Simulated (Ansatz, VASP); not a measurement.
# CsGa in VASP and in Ansatz

```
Cs Ga
1.0
     0.00000    4.03417    4.03417
     4.03417    0.00000    4.03417
     4.03417    4.03417    0.00000
Cs Ga
2 2
Direct
  0.12500 0.12500 0.12500
  0.87500 0.87500 0.87500
  0.37500 0.37500 0.37500
  0.62500 0.62500 0.62500
```

Alike in both runs: functional PBEsol; k mesh 6 × 6 × 6; occupations fermi-dirac, width 0.05 eV; no spin polarisation.

Ansatz relaxed the structure, and its values are those at the end. VASP's run is a single point on that final structure, the one shown.

|  | VASP | Ansatz |
| --- | --- | --- |
| version | VASP 6.6.1 | Ansatz 0.2.0 |
| potentials or method | VASP PAW PBE potentials, release 64 (Cs_sv, Ga_d) | PAW with Ansatz's default frozen-core files, scalar-relativistic |
| plane-wave cutoff (eV) | 520 | 420 |
| valence electrons in the cell | 44 | 44 |

```csv
,VASP,Ansatz,Ansatz less VASP
pressure (GPa),0.2,0.0,-0.17
```

VASP's potentials were made for PBE, not for PBEsol.

Spin-orbit coupling is off throughout.
